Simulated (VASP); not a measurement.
# Sb (Im-3m) in VASP: notebook, part 2 of 2

VASP 6.6.1. The steps go on from the part before.

**5. Relaxation of cell and atoms, r2SCAN, target pressure 20 GPa, at which the enthalpy is minimised**

File POSCAR:

```
Sb
1.0
   -1.7250000000      1.7250000000      1.7250000000
    1.7250000000     -1.7250000000      1.7250000000
    1.7250000000      1.7250000000     -1.7250000000
Sb
1
Direct
    0.0000000000      0.0000000000      0.0000000000
```

File INCAR.step1:

```
SYSTEM = Sb
ALGO = Normal
EDIFF = 1E-4
ENCUT = 600
GGA = PE
ISMEAR = 0
LASPH = .True.
LCHARG = .False.
LREAL = .False.
LWAVE = .True.
NELM = 80
PREC = Accurate
SIGMA = 0.1
```

File INCAR.step2:

```
SYSTEM = Sb
ALGO = Normal
EDIFF = 1E-6
EDIFFG = -0.02
ENCUT = 600
IBRION = 2
ISIF = 3
ISMEAR = 0
ISTART = 1
LASPH = .True.
LCHARG = .False.
LMIXTAU = .True.
LREAL = .False.
LWAVE = .False.
METAGGA = R2SCAN
NELM = 80
NSW = 80
PREC = Accurate
PSTRESS = 200.0
SIGMA = 0.1
```

File KPOINTS:

```
k-points
0
Gamma
  18 18 18
  0 0 0
```

Potentials or basis: VASP PAW PBE potentials, release 64 (Sb).

Run with:

```
$ cat potpaw_PBE.64/Sb/POTCAR > POTCAR
$ cp INCAR.step1 INCAR
$ mpirun -np 1 vasp_std > vasp.out
$ cp INCAR.step2 INCAR
$ mpirun -np 1 vasp_std > vasp.out
```

OUTCAR:

```text
SYSTEM = Sb
   EDIFF = 1E-6
   EDIFFG = -0.02
   ENCUT = 600
   IBRION = 2
   ISIF = 3
   ISMEAR = 0
   ISTART = 1
   LASPH = .True.
   LREAL = .False.
   METAGGA = R2SCAN
   NELM = 80
   NSW = 80
   PREC = Accurate
   PSTRESS = 200.0

 ion  position               nearest neighbor table
   1  0.000  0.000  0.000-

  LATTYP: Found a body centered cubic cell.
 ALAT       =     3.4500000000

  Lattice vectors:

 A1 = (  -1.7250000000,   1.7250000000,   1.7250000000)
 A2 = (   1.7250000000,  -1.7250000000,   1.7250000000)
 A3 = (   1.7250000000,   1.7250000000,  -1.7250000000)

Analysis of symmetry for initial positions (statically):
=====================================================================
 Subroutine PRICEL returns:
 Original cell was already a primitive cell.

 Routine SETGRP: Setting up the symmetry group for a
 body centered cubic supercell.

 Subroutine GETGRP returns: Found 48 space group operations
 (whereof 48 operations were pure point group operations)
 out of a pool of 48 trial point group operations.

The static configuration has the point symmetry O_h .

Analysis of symmetry for dynamics (positions and initial velocities):
=====================================================================
 Subroutine PRICEL returns:
 Original cell was already a primitive cell.

 Routine SETGRP: Setting up the symmetry group for a
 body centered cubic supercell.

 Subroutine GETGRP returns: Found 48 space group operations
 (whereof 48 operations were pure point group operations)
 out of a pool of 48 trial point group operations.

The dynamic configuration has the point symmetry O_h .

 Subroutine INISYM returns: Found 48 space group operations
 (whereof 48 operations are pure point group operations),
 and found     1 'primitive' translations

[... 112 lines left out ...]
     AMIX_MAG =   1.60;   BMIX_MAG =  1.00
  volume/ion in A,a.u.               =      20.53       138.56
  Fermi-wavevector in a.u.,A,eV,Ry     =   1.022325  1.931915 14.220113  1.045149
  Thomas-Fermi vector in A             =   2.155998
   LORBIT       =      0    0 simple, 1 ext, 2 COOP (PROOUT), +10 PAW based schemes
   METAGGA = R2SCAN    functional components
   LHFCALC =     F    Hartree Fock is set to
   AEXX    =    0.0000 exact exchange contribution
   IVDW    =     0    specifies the selected vdW correction
   LEPSILON=     F    determine dielectric tensor
   LRPA    =     F    only Hartree local field effects (RPA)
 conjugate gradient relaxation of ions
 non-spin polarized calculation
 Gauss-broadening in eV      SIGMA  =   0.10
  energy-cutoff  :      600.00
  volume of cell :       20.53
 maximum number of plane-waves:       712
   NGX = 11   NGY = 11   NGZ = 11

--------------------------------------- Ionic step        1  -------------------------------------------

 number of electron       5.0000000 magnetization

 Free energy of the ion-electron system (eV)
  ---------------------------------------------------
  ext. energy  EPLUGINS =         0.00000000
  ---------------------------------------------------
  free energy    TOTEN  =       -24.85340686 eV

  energy without entropy =      -24.85038953  energy(sigma->0) =      -24.85189819

------------------------ aborting loop because EDIFF is reached ----------------------------------------

  FORCE on cell =-STRESS in cart. coord.  units (eV):
  Direction    XX          YY          ZZ          XY          YZ          ZX
  --------------------------------------------------------------------------------------
  -------------------------------------------------------------------------------------
  Total        4.0935573      4.0935573      4.0935573      0.0000000     -0.0000000      0.0000000
  in kB      319.4362271    319.4362271    319.4362271      0.0000000     -0.0000000      0.0000000
  external PRESSURE =     119.4362271 kB  Pullay stress =     200.0000000 kB
[... 24 lines left out ...]
--------------------------------------- Ionic step        2  -------------------------------------------

 number of electron       5.0000000 magnetization

 E-fermi :   9.1417     XC(G=0): -11.0540

 val. band max:        9.1178593609   @ k =  -0.2222   0.2778   0.1667
 cond. band min:       9.1564445808   @ k =   0.3333   0.2222   0.1111
 fundamental gap:      0.0385852199
 Fermi energy:         9.1417388437

 k-point     1 :       0.0000    0.0000    0.0000
  band No.  band energies     occupation
      1      -4.7841      2.00000
      2      15.4307      0.00000
      3      15.4307      0.00000
      4      15.4307      0.00000
      5      20.3473      0.00000
      6      20.3473      0.00000
[... 280 lines left out ...]
--------------------------------------- Ionic step        4  -------------------------------------------

 number of electron       5.0000000 magnetization

 Free energy of the ion-electron system (eV)
  ---------------------------------------------------
  ext. energy  EPLUGINS =         0.00000000
  ---------------------------------------------------
  free energy    TOTEN  =       -25.10000463 eV

  energy without entropy =      -25.09782252  energy(sigma->0) =      -25.09891358

 E-fermi :  11.2871     XC(G=0): -11.7593

 val. band max:       11.2745115920   @ k =  -0.2222   0.2778   0.0556
 cond. band min:      11.2975627087   @ k =   0.3889   0.1111   0.0556
 fundamental gap:      0.0230511167
 Fermi energy:        11.2871218099

 k-point     1 :       0.0000    0.0000    0.0000
  band No.  band energies     occupation
      1      -4.0322      2.00000
      2      18.8896      0.00000
      3      18.8896      0.00000
      4      18.8896      0.00000
      5      23.0421      0.00000
      6      23.0421      0.00000
[... 239 lines left out ...]
  energy  without entropy=      -25.0978225241  energy(sigma->0) =      -25.09891358

  enthalpy is  TOTEN    =       -22.3446604281 eV   P V=        2.7553442067

 reached required accuracy - stopping structural energy minimisation
```

OUTCAR.step1:

```text
SYSTEM = Sb
   EDIFF = 1E-4
   ENCUT = 600
   GGA = PE
   ISMEAR = 0
   LASPH = .True.
[... 433 lines left out ...]
 -----------------------------------------------------------------------------------
      0.00000      0.00000      0.00000         0.000000      0.000000      0.000000
 -----------------------------------------------------------------------------------
    total drift:                                0.000000     -0.000000      0.000000

  FREE ENERGIE OF THE ION-ELECTRON SYSTEM (eV)
  ---------------------------------------------------
  free  energy   TOTEN  =        -3.3924100438 eV

  energy  without entropy=       -3.3893488253  energy(sigma->0) =       -3.39087943
```

OSZICAR.step1:

```text
N       E                     dE             d eps       ncg     rms          rms(c)
DAV:   1     0.113649861947E+02    0.11365E+02   -0.18867E+03  2412   0.636E+02
DAV:   2    -0.318881838028E+01   -0.14554E+02   -0.13905E+02  3330   0.865E+01
DAV:   3    -0.339991073386E+01   -0.21109E+00   -0.20617E+00  2922   0.111E+01
DAV:   4    -0.340061078712E+01   -0.70005E-03   -0.70004E-03  3240   0.801E-01
DAV:   5    -0.340061335951E+01   -0.25724E-05   -0.25736E-05  2862   0.361E-02    0.295E+00
DAV:   6    -0.339545733805E+01    0.51560E-02   -0.39144E-04  3042   0.187E-01    0.176E+00
DAV:   7    -0.339241303762E+01    0.30443E-02   -0.99649E-04  2592   0.285E-01    0.487E-02
DAV:   8    -0.339241004378E+01    0.29938E-05   -0.26694E-05  1380   0.468E-02
   1 F= -.33924100E+01 E0= -.33908794E+01  d E =-.306122E-02
```

Wall time 91 s (1 thread of Intel Xeon 6975P-C (Granite Rapids), shared host); peak memory 0.17 GiB.

What came out:

| Quantity | Value |
| --- | --- |
| Free energy | -25.1000 eV |
| Relaxed volume | 22.07 Å³/atom |
| Relaxed cell | a = 3.061 Å, b = 3.061 Å, c = 3.061 Å, α = 109.47°, β = 109.47°, γ = 109.47° |
| Space group after relaxing (to 0.1 Å) | Im-3m (No. 229) |
| Energy change on relaxing (the run minimises the enthalpy) | -246.6 meV/atom |
| Ionic steps | 4 |
| Pressure after relaxing | 20.0 GPa |
| Band gap on the k mesh | zero (an odd number of electrons rules out a gap without spin polarisation) |

Step by step:
```csv
step,energy change (eV),largest force (eV/Å),pressure (GPa),volume (Å³)
1,0.0000,0.0000,31.94,20.53
2,-0.4785,0.0000,4.18,25.42
3,-0.2539,0.0000,19.59,22.13
4,-0.2466,0.0000,19.95,22.07
```

Final structure:
```
Sb
1.0
    -1.76712    1.76712    1.76712
     1.76712   -1.76712    1.76712
     1.76712    1.76712   -1.76712
Sb
1
Direct
  0.00000 0.00000 0.00000
```

Caveat: the cell is relaxed towards a set pressure, so the run minimises the enthalpy, not the energy; the PAW data sets were made with another functional, which shifts forces and pressure a little; spin-orbit coupling is left out, which moves the levels of the heavy elements. Zero-point motion and thermal expansion aren't in these numbers.

**6. The runs side by side**

| cell | gap on the mesh (eV) | pressure (GPa) |
| --- | --- | --- |
| relaxed | none | 0.1 |
| relaxed to 5 GPa | none | 5.1 |
| relaxed to 10 GPa | none | 10.1 |
| relaxed to 20 GPa | none | 20.0 |

Alike in all rows: task relaxation of cell and atoms; level r2SCAN; potentials or basis VASP PAW PBE potentials, release 64 (Sb); no spin polarisation; k mesh 18 × 18 × 18; cutoff (eV) 600; smearing gaussian 0.1 eV.

Caveats: the PAW data sets were made with another functional, which shifts forces and pressure a little; spin-orbit coupling is left out, which moves the levels of the heavy elements; the volume moved by over 15 % at a fixed basis, so the end points are rough (at least some runs); the cell is relaxed towards a set pressure, so the run minimises the enthalpy, not the energy (at least some runs).

Total energies depend on the potentials used, so only differences within one code and one set of settings carry meaning.

The gap in the log of VASP goes by the Fermi energy; the results here count the filled bands.